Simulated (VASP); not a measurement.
Write the native input for VASP 6.6.1 that does the following.

```
Task                   : relaxation of cell and atoms
Functional             : PBEsol
Potentials or basis    : VASP PAW PBE potentials, release 64 (Cs_sv)
Cutoff                 : 600 eV
k mesh                 : 6 × 6 × 6
Occupations            : fermi-dirac, width 0.05 eV
Spin                   : no spin polarisation
Target pressure        : 5 GPa
Dipole correction      : no
Further INCAR settings : ALGO = Normal; EDIFF = 1e-07; IBRION = 2; EDIFFG = -0.005; NSW = 80; ISIF = 3
```

The structure of Cs lies in POSCAR:

```
Cs
1.0
    0.0000000000      3.9483357400      3.9483357400
    3.9483357400      0.0000000000      3.9483357400
    3.9483357400      3.9483357400      0.0000000000
Cs
1
Direct
    0.0000000000      0.0000000000      0.0000000000
```

One way to write it, as run:

INCAR

```
ALGO = Normal ; EDIFF = 1E-7
EDIFFG = -0.005 ; ENCUT = 600
GGA = PS ; IBRION = 2
ISIF = 3 ; ISMEAR = -1
LASPH = True ; LCHARG = False
LREAL = False ; LWAVE = False
NELM = 100 ; NSW = 80
PREC = Accurate ; PSTRESS = 50.0
SIGMA = 0.05
```

KPOINTS

```
k-points
0
Gamma
  6 6 6
```

Potentials or basis: VASP PAW PBE potentials, release 64 (Cs_sv).

Launch:

```bash
$ cat potpaw_PBE.64/Cs_sv/POTCAR > POTCAR
$ mpirun -np 1 vasp_std > vasp.out
```

It gave:

- Relaxed volume: 46.57 Å³/atom
- Relaxed cell: a = 4.038 Å, b = 4.038 Å, c = 4.038 Å, α = 60.00°, β = 60.00°, γ = 60.00°
- Space group after relaxing (to 0.05 Å): Fm-3m (No. 225)
- Energy change on relaxing (the enthalpy is what falls): +569.1 meV/atom
- Ionic steps: 21
- Pressure after relaxing: 5.0 GPa

Caveat: the cell is relaxed towards a set pressure, so the enthalpy falls and the energy may rise; the volume moved by over 15 % at a fixed basis, so the end points are rough; the PAW data sets were made with another functional, which shifts forces and pressure a little.

It took 2.1 min on 1 thread of Intel(R) Xeon(R) 6975P-C (Granite Rapids), with other jobs on the host, peak memory 0.36 GiB.
